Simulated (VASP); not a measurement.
Here is a VASP 6.6.1 calculation.

INCAR

```
SYSTEM = Li
PREC = Accurate
ENCUT = 600
EDIFF = 1E-7
ISMEAR = 0
SIGMA = 0.1
LREAL = .FALSE.
LASPH = .TRUE.
NELM = 100
ALGO = Normal
ISIF = 3
LWAVE = .FALSE.
LCHARG = .FALSE.
GGA = PS
IBRION = 2
NSW = 100
EDIFFG = -0.01
```

File KPOINTS:

```
regular mesh
0
G
  22 22 24
  0 0 0
```

The input POSCAR:

```
Li
1.0
    1.9033262775     -2.2614524062      0.0000000000
    1.9033262775      2.2614524062      0.0000000000
   -1.8586497464      0.0000000000      2.3441479318
Li
1
Direct
    0.0000000000      0.0000000000      0.0000000000
```

Potentials or basis: VASP PAW PBE potentials, release 64 (Li_sv).

Launch:

```sh
$ cat potpaw_PBE.64/Li_sv/POTCAR > POTCAR
$ mpirun -np 1 vasp_std > vasp.out
```

Q: Estimate the relaxed volume.

A: 20.01 Å³/atom.

Q: Predict the space group after relaxing (to 0.05 Å).

A: I4/mmm (No. 139).

Q: Estimate the relaxed cell.

A: a = 2.981 Å, b = 2.981 Å, c = 2.985 Å, α = 114.20°, β = 114.20°, γ = 100.57°.

Final structure:
```cif
data_structure
_symmetry_space_group_name_H-M 'P 1'
_symmetry_Int_Tables_number 1
_cell_length_a 2.9814
_cell_length_b 2.9814
_cell_length_c 2.9848
_cell_angle_alpha 114.202
_cell_angle_beta 114.202
_cell_angle_gamma 100.571
_cell_volume 20.01
loop_
_atom_site_label
_atom_site_type_symbol
_atom_site_fract_x
_atom_site_fract_y
_atom_site_fract_z
_atom_site_occupancy
Li1 Li 0.00000 0.00000 0.00000 1
```

Caveat: the cutoff is under 1.25 times the usual one of these potentials, so pressure, stress and relaxed cells hold a basis-set (Pulay) error; the PAW data sets were made with another functional, which shifts forces and pressure a little.
